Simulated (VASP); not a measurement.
Be, 2 atoms in the cell. Symmetry: Fd-3m, No. 227, cubic system. The conventional cell has a = 4.835 Å, b = 4.835 Å, c = 4.835 Å, α = 90.00°, β = 90.00°, γ = 90.00°. Be (site symmetry -43m) has 4 Be at 2.09 Å within 2.8 Å.  This cell differs from its parent crystal: volume scaled by 0.92.

```yaml
Program: VASP 6.6.1
Task: single point
Functional: BLYP
Potentials_or_basis: VASP PAW PBE potentials, release 64 (Be)
Cutoff: 520 eV
k_mesh: 12 × 12 × 12
Occupations: fermi-dirac, width 0.1 eV
Spin: no spin polarisation
Dipole_correction: no
Further_INCAR_settings: ALGO = Normal; EDIFF = 1e-06; NBANDS = 9
```

Potentials or basis: VASP PAW PBE potentials, release 64 (Be).

Command:

```console
$ cat potpaw_PBE.64/Be/POTCAR > POTCAR
$ mpirun -np 1 vasp_std > vasp.out
```

Hardware: 1 thread of Intel Xeon 6975P-C, on a shared host.

Q: How long does it take, and how much memory?

A: It took 21 s on 1 thread of Intel Xeon 6975P-C, with other jobs on the host, peak memory 0.15 GiB. Counts: scf iterations 11, k points 72.
